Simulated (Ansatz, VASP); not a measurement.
# Two plane-wave programs on Pd

```
CELL_PARAMETERS angstrom
-1.65483 1.48974 1.57228
1.65483 -1.48974 1.57228
1.65483 1.48974 -1.57228
ATOMIC_POSITIONS crystal
Pd 0.00000 0.00000 0.00000
```

Change from the starting cell: strain +0.0525 x Voigt [1, -1, 0, 0, 0, 0], atoms carried along.

Alike in both runs: task single point; functional LDA; k mesh 22 × 22 × 22; occupations gaussian, width 0.15 eV; no spin polarisation.

|  | VASP | Ansatz |
| --- | --- | --- |
| version | VASP 6.6.1 | Ansatz 0.2.0 |
| potentials or method | VASP PAW LDA potentials, release 64 (Pd), cutoff 520 eV | scalar-relativistic, plane waves, PAW |
| valence electrons in the cell | 10 | 18 |

VASP gave:

```
gap on the k mesh at the Fermi level (eV)                     : none
pressure (GPa)                                                : -14.7
traceless stress, the component that is largest in VASP (GPa) : 1.39
```

Task: Which values does Ansatz return?

Result: gap on the k mesh at the Fermi level (eV): none; pressure (GPa): -14.9; traceless stress, the component that is largest in VASP (GPa): 1.42.

LDA's correlation is that of Perdew and Zunger in VASP and of Perdew and Wang (1992) in Ansatz. A gap of «none» marks a metal or a gap that the smearing closes. VASP's potentials hold 10 valence electrons a cell and Ansatz's 18, so a difference there can come from the potentials and not from the codes.
